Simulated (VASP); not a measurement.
# WSe2 (P6_3/mmc) in VASP: settings compared

WSe2 is run at these levels: r2SCAN+rVV10, PBE; tasks: single point.

Program: VASP 6.6.1. These are calculated values, not measurements. Logs are shortened: lines on timing, memory, paths and dates and some standing lists are left out, and cuts for length are marked.

**1. The cell of the first run**

The structure is hexagonal, space group P6_3/mmc (No. 194). The conventional cell has a = 3.300 Å, b = 3.300 Å, c = 13.149 Å, α = 90.00°, β = 90.00°, γ = 120.00°. Within 3.3 Å of W (site symmetry -6m2) lie 6 Se at 2.53 Å and 6 W at 3.30 Å. Se (site symmetry 3m) has 3 W at 2.53 Å and 7 Se at 3.30 to 3.33 Å within 3.4 Å.

**2. Single point, r2SCAN+rVV10**

File POSCAR:

```
WSe2
1.0
    3.2996674501      0.0000000000      0.0000000000
   -1.6498337251      2.8575958358      0.0000000000
    0.0000000000      0.0000000000     13.1487008971
W Se
2 4
Direct
    0.3333333333      0.6666666667      0.2500000000
    0.6666666667      0.3333333333      0.7500000000
    0.6666666667      0.3333333333      0.3766602602
    0.6666666667      0.3333333333      0.1233397398
    0.3333333333      0.6666666667      0.8766602602
    0.3333333333      0.6666666667      0.6233397398
```

File INCAR.step1:

```
SYSTEM = WSe2
ALGO = Normal
EDIFF = 1E-4
ENCUT = 520
GGA = PE
ISMEAR = -1
LASPH = .True.
LCHARG = .False.
LREAL = .False.
LWAVE = .True.
NBANDS = 35
NELM = 60
PREC = Accurate
SIGMA = 0.02
```

File INCAR.step2:

```
SYSTEM = WSe2
ALGO = Normal
BPARAM = 11.95
CPARAM = 0.0093
EDIFF = 1E-6
ENCUT = 520
ISIF = 2
ISMEAR = -1
ISTART = 1
IVDW_NL = 2
LASPH = .True.
LCHARG = .False.
LMIXTAU = .True.
LREAL = .False.
LUSE_VDW = .True.
LWAVE = .False.
METAGGA = R2SCAN
NBANDS = 35
NELM = 60
PREC = Accurate
SIGMA = 0.02
```

File KPOINTS:

```
k-points
0
Gamma
  12 12 2
  0 0 0
```

Potentials or basis: VASP PAW PBE potentials, release 64 (W_sv, Se).

Command:

```bash
> cat potpaw_PBE.64/W_sv/POTCAR potpaw_PBE.64/Se/POTCAR > POTCAR
> cp INCAR.step1 INCAR
> mpirun -np 1 vasp_std > vasp.out
> cp INCAR.step2 INCAR
> mpirun -np 1 vasp_std > vasp.out
```

OUTCAR:

```text
SYSTEM = WSe2
   BPARAM = 11.95
   EDIFF = 1E-6
   ENCUT = 520
   ISIF = 2
   ISMEAR = -1
   ISTART = 1
   IVDW_NL = 2
   LASPH = .True.
   LREAL = .False.
   METAGGA = R2SCAN
   NELM = 60
   PREC = Accurate

 ion  position               nearest neighbor table
   1  0.333  0.667  0.250-   3 2.53   4 2.53   3 2.53   4 2.53   3 2.53   4 2.53
   2  0.667  0.333  0.750-   5 2.53   6 2.53   5 2.53   6 2.53   5 2.53   6 2.53
   3  0.667  0.333  0.377-   1 2.53   1 2.53   1 2.53
   4  0.667  0.333  0.123-   1 2.53   1 2.53   1 2.53
   5  0.333  0.667  0.877-   2 2.53   2 2.53   2 2.53
   6  0.333  0.667  0.623-   2 2.53   2 2.53   2 2.53

  LATTYP: Found a hexagonal cell.
 ALAT       =     3.2996674501
 C/A-ratio  =     3.9848563820

  Lattice vectors:

 A1 = (   3.2996674501,   0.0000000000,   0.0000000000)
 A2 = (  -1.6498337251,   2.8575958358,   0.0000000000)
 A3 = (   0.0000000000,   0.0000000000,  13.1487008971)

Analysis of symmetry for initial positions (statically):
=====================================================================
 Subroutine PRICEL returns:
 Original cell was already a primitive cell.

 Routine SETGRP: Setting up the symmetry group for a
 hexagonal supercell.

 Subroutine GETGRP returns: Found 24 space group operations
 (whereof 12 operations were pure point group operations)
 out of a pool of 24 trial point group operations.

The static configuration has the point symmetry D_3d.
 The point group associated with its full space group is D_6h.

Analysis of symmetry for dynamics (positions and initial velocities):
=====================================================================
 Subroutine PRICEL returns:
 Original cell was already a primitive cell.

 Routine SETGRP: Setting up the symmetry group for a
 hexagonal supercell.

 Subroutine GETGRP returns: Found 24 space group operations
 (whereof 12 operations were pure point group operations)
 out of a pool of 24 trial point group operations.

The dynamic configuration has the point symmetry D_3d.
 The point group associated with its full space group is D_6h.

 Subroutine INISYM returns: Found 24 space group operations
 (whereof 12 operations are pure point group operations),
 and found     1 'primitive' translations

----------------------------------------------------------------------------------------

                                     Primitive cell

  volume of cell :     123.9806

  direct lattice vectors                    reciprocal lattice vectors
     3.299667450  0.000000000  0.000000000     0.303060843  0.174972259  0.000000000
    -1.649833725  2.857595836  0.000000000     0.000000000  0.349944519  0.000000000
     0.000000000  0.000000000 13.148700897     0.000000000  0.000000000  0.076053141

  length of vectors
     3.299667450  3.299667450 13.148700897     0.349944519  0.349944519  0.076053141

  position of ions in fractional coordinates (direct lattice)
     0.333333333  0.666666667  0.250000000
     0.666666667  0.333333333  0.750000000
     0.666666667  0.333333333  0.376660260
     0.666666667  0.333333333  0.123339740
     0.333333333  0.666666667  0.876660260
     0.333333333  0.666666667  0.623339740

  ion indices of the primitive-cell ions
   primitive index   ion index
                 1           1
                 2           2
                 3           3
                 4           4
                 5           5
                 6           6

----------------------------------------------------------------------------------------

 KPOINTS: k-points

Automatic generation of k-mesh.
 Grid dimensions read from file:
 generate k-points for:   12   12    2

 Generating k-lattice:

  Cartesian coordinates                     Fractional coordinates (reciprocal lattice)
     0.025255070  0.014581022  0.000000000     0.083333333 -0.000000000  0.000000000
     0.000000000  0.029162043  0.000000000     0.000000000  0.083333333  0.000000000
     0.000000000  0.000000000  0.038026570     0.000000000  0.000000000  0.500000000

  Length of vectors
     0.029162043  0.029162043  0.038026570

  Shift w.r.t. Gamma in fractional coordinates (k-lattice)
     0.000000000  0.000000000  0.000000000

 Subroutine IBZKPT returns following result:
 ===========================================

 Found     38 irreducible k-points:

 Following reciprocal coordinates:
            Coordinates               Weight
  0.000000  0.000000  0.000000      1.000000
  0.083333  0.000000  0.000000      6.000000
  0.166667  0.000000  0.000000      6.000000
  0.250000  0.000000  0.000000      6.000000
  0.333333  0.000000  0.000000      6.000000
  0.416667  0.000000  0.000000      6.000000
[... 16 lines left out ...]
  0.250000  0.000000  0.500000      6.000000
  0.333333  0.000000  0.500000      6.000000
 [... further k-points ...]
   k-points           NKPTS =     38   k-points in BZ     NKDIM =     38   number of bands    NBANDS=     35
   number of dos      NEDOS =    301   number of ions     NIONS =      6
   total plane-waves  NPLWV =  76832
   dimension x,y,z NGX =    28 NGY =   28 NGZ =   98
   dimension x,y,z NGXF=    56 NGYF=   56 NGZF=  196
   ions per type =               2   4
   NGX,Y,Z   is equivalent  to a cutoff of  14.11, 14.11, 12.39 a.u.
   NGXF,Y,Z  is equivalent  to a cutoff of  28.21, 28.21, 24.78 a.u.
 SYSTEM =  WSe2
   PREC   = accura    normal or accurate (medium, high low for compatibility)
   ISTART =      1    job   : 0-new  1-cont  2-samecut
   ICHARG =      0    charge: 1-file 2-atom 10-const
   ISPIN  =      1    spin polarized calculation?
   LNONCOLLINEAR =      F non collinear calculations
   LSORBIT =      F    spin-orbit coupling
   LASPH  =      T    aspherical Exc in radial PAW
   ENCUT  =  520.0 eV  38.22 Ry    6.18 a.u.   6.14  6.14 24.45*2*pi/ulx,y,z
   NELM   =     60;   NELMIN=  2; NELMDL=  0     # of ELM steps
   EDIFF  = 0.1E-05   stopping-criterion for ELM
   LREAL  =      F    real-space projection
   EDIFFG = 0.1E-04   stopping-criterion for IOM
   NSW    =      0    number of steps for IOM
   IBRION =     -1    ionic relax: 0-MD 1-quasi-New 2-CG
   NFREE  =      0    steps in history (QN), initial steepest desc. (CG)
   ISIF   =      2    stress and relaxation
   ISYM   =      2    0-nonsym 1-usesym 2-fastsym
   POTIM  = 0.5000    time-step for ionic-motion
   TEBEG  =    0.0;   TEEND  =   0.0 temperature during run
   PSTRESS=    0.0 pullay stress
   NELECT =      52.0000    total number of electrons
   NUPDOWN=      -1.0000    fix difference up-down
   EMIN   =  10.00;   EMAX   =-10.00  energy-range for DOS
   EFERMI =   0.00;   METHOD = LEGACY
   ISMEAR =    -1;   SIGMA  =   0.02  broadening in eV -4-tet -1-fermi 0-gaus
   EFERMI_NEDOS =   21; number of points for ismear=-14 and -15
   IALGO  =     38    algorithm
   IMIX   =      4    mixing-type and parameters
     AMIX     =   0.40;   BMIX     =  1.00
     AMIX_MAG =   1.60;   BMIX_MAG =  1.00
  volume/ion in A,a.u.               =      20.66       139.44
  Fermi-wavevector in a.u.,A,eV,Ry     =   1.225438  2.315742 20.431845  1.501698
  Thomas-Fermi vector in A             =   2.360476
   LORBIT       =      0    0 simple, 1 ext, 2 COOP (PROOUT), +10 PAW based schemes
   METAGGA = R2SCAN    functional components
   LHFCALC =     F    Hartree Fock is set to
   AEXX    =    0.0000 exact exchange contribution
   IVDW_NL    =     2    kernel type
   BPARAM     =11.9500
   IVDW    =     0    specifies the selected vdW correction
   LEPSILON=     F    determine dielectric tensor
   LRPA    =     F    only Hartree local field effects (RPA)
 non-spin polarized calculation
  energy-cutoff  :      520.00
  volume of cell :      123.98
 maximum number of plane-waves:      3378
 NGX is ok and might be reduce to    28
   NGX = 13   NGY = 13   NGZ = 49

 number of electron      51.9999996 magnetization

 Free energy of the ion-electron system (eV)
  ---------------------------------------------------
  ext. energy  EPLUGINS =         0.00000000
  ---------------------------------------------------
  free energy    TOTEN  =      -162.55919697 eV

  energy without entropy =     -162.55919697  energy(sigma->0) =     -162.55919697

 E-fermi :   6.3927     XC(G=0): -11.3193

 val. band max:        5.8581073564   @ k =   0.0000   0.0000   0.0000
 cond. band min:       6.9962811375   @ k =   0.1667   0.1667   0.0000
 fundamental gap:      1.1381737810
 Fermi energy:         6.3926668437

 k-point     1 :       0.0000    0.0000    0.0000
  band No.  band energies     occupation
      1     -70.4439      2.00000
      2     -70.4439      2.00000
      3     -34.0354      2.00000
      4     -34.0354      2.00000
      5     -33.9170      2.00000
      6     -33.9170      2.00000
[... 27 lines left out ...]
     34       8.9039      0.00000
     35      10.8044      0.00000

 k-point     2 :       0.0833    0.0000    0.0000
  band No.  band energies     occupation
      1     -70.4432      2.00000
      2     -70.4432      2.00000
      3     -34.0322      2.00000
      4     -34.0322      2.00000
      5     -33.9335      2.00000
      6     -33.9335      2.00000
[... 27 lines left out ...]
     34       8.8723      0.00000
     35      11.3984      0.00000

 k-point     3 :       0.1667    0.0000    0.0000
  band No.  band energies     occupation
      1     -70.4411      2.00000
      2     -70.4411      2.00000
      3     -34.0234      2.00000
      4     -34.0234      2.00000
      5     -33.9785      2.00000
      6     -33.9785      2.00000
[... 27 lines left out ...]
     34       9.3395      0.00000
     35      12.3348      0.00000

 k-point     4 :       0.2500    0.0000    0.0000
  band No.  band energies     occupation
      1     -70.4382      2.00000
      2     -70.4382      2.00000
      3     -34.0395      2.00000
      4     -34.0395      2.00000
      5     -34.0113      2.00000
      6     -34.0113      2.00000
[... 27 lines left out ...]
     34       9.8178      0.00000
     35      12.6834      0.00000

 k-point     5 :       0.3333    0.0000    0.0000
  band No.  band energies     occupation
      1     -70.4354      2.00000
      2     -70.4353      2.00000
      3     -34.0997      2.00000
      4     -34.0997      2.00000
      5     -33.9993      2.00000
      6     -33.9992      2.00000
[... 638 lines left out ...]
 k-point    22 :       0.1667    0.0000    0.5000
  band No.  band energies     occupation
      1     -70.4411      2.00000
      2     -70.4411      2.00000
      3     -34.0234      2.00000
      4     -34.0234      2.00000
      5     -33.9785      2.00000
      6     -33.9785      2.00000
[... 27 lines left out ...]
     34       9.2674      0.00000
     35      12.6498      0.00000

 k-point    23 :       0.2500    0.0000    0.5000
  band No.  band energies     occupation
      1     -70.4382      2.00000
      2     -70.4382      2.00000
      3     -34.0395      2.00000
      4     -34.0395      2.00000
      5     -34.0113      2.00000
      6     -34.0113      2.00000
[... 27 lines left out ...]
     34       9.6887      0.00000
     35      12.7080      0.00000

 k-point    24 :       0.3333    0.0000    0.5000
  band No.  band energies     occupation
      1     -70.4353      2.00000
      2     -70.4353      2.00000
      3     -34.0997      2.00000
      4     -34.0997      2.00000
      5     -33.9993      2.00000
      6     -33.9993      2.00000
[... 27 lines left out ...]
     34       9.9790      0.00000
     35      11.8909      0.00000

 [... further k-points ...]

------------------------ aborting loop because EDIFF is reached ----------------------------------------

  FORCE on cell =-STRESS in cart. coord.  units (eV):
  Direction    XX          YY          ZZ          XY          YZ          ZX
  --------------------------------------------------------------------------------------
  -------------------------------------------------------------------------------------
  Total        0.5308453      0.5308453      0.5648056     -0.0000000      0.0000000      0.0000000
  in kB        6.8600096      6.8600096      7.2988723     -0.0000000      0.0000000      0.0000000
  external PRESSURE =       7.0062972 kB  Pullay stress =       0.0000000 kB

 VOLUME and BASIS-vectors are now :
 -----------------------------------------------------------------------------
  energy-cutoff  :      520.00
  volume of cell :      123.98
      direct lattice vectors                 reciprocal lattice vectors
     3.299667450  0.000000000  0.000000000     0.303060843  0.174972259  0.000000000
    -1.649833725  2.857595836  0.000000000     0.000000000  0.349944519  0.000000000
     0.000000000  0.000000000 13.148700897     0.000000000  0.000000000  0.076053141

 POSITION                                       TOTAL-FORCE (eV/Angst)
 -----------------------------------------------------------------------------------
     -0.00000      1.90506      3.28718        -0.000000     -0.000000      0.000000
      1.64983      0.95253      9.86153         0.000000     -0.000000      0.000000
      1.64983      0.95253      4.95259        -0.000000      0.000000      0.075046
      1.64983      0.95253      1.62176        -0.000000      0.000000     -0.075046
     -0.00000      1.90506     11.52694         0.000000      0.000000      0.075046
     -0.00000      1.90506      8.19611         0.000000      0.000000     -0.075046
 -----------------------------------------------------------------------------------
    total drift:                               -0.000000      0.000000     -0.000000

  FREE ENERGIE OF THE ION-ELECTRON SYSTEM (eV)
  ---------------------------------------------------
  free  energy   TOTEN  =      -162.5591969676 eV

  energy  without entropy=     -162.5591969676  energy(sigma->0) =     -162.55919697
```

It took 6.7 min on 1 thread of Intel Xeon 6975P-C (Granite Rapids), shared host; peak memory 0.65 GiB.

What came out:

| Quantity | Value |
| --- | --- |
| Free energy | -162.5592 eV |
| Pressure | 0.7 GPa |
| Largest force | 0.075 eV/Å |
| Band gap on the k mesh | 1.14 eV (least direct gap 1.61 eV) |

Forces in eV/Å, atoms in the order of the input:
```
W    0.000  0.000  0.000
W    0.000  0.000  0.000
Se   0.000  0.000  0.075
Se   0.000  0.000 -0.075
Se   0.000  0.000  0.075
Se   0.000  0.000 -0.075
```

Caveat: the PAW data sets were made with another functional, which shifts forces and pressure a little; spin-orbit coupling is left out, which moves the levels of the heavy elements.

[end of part 1 of 2]
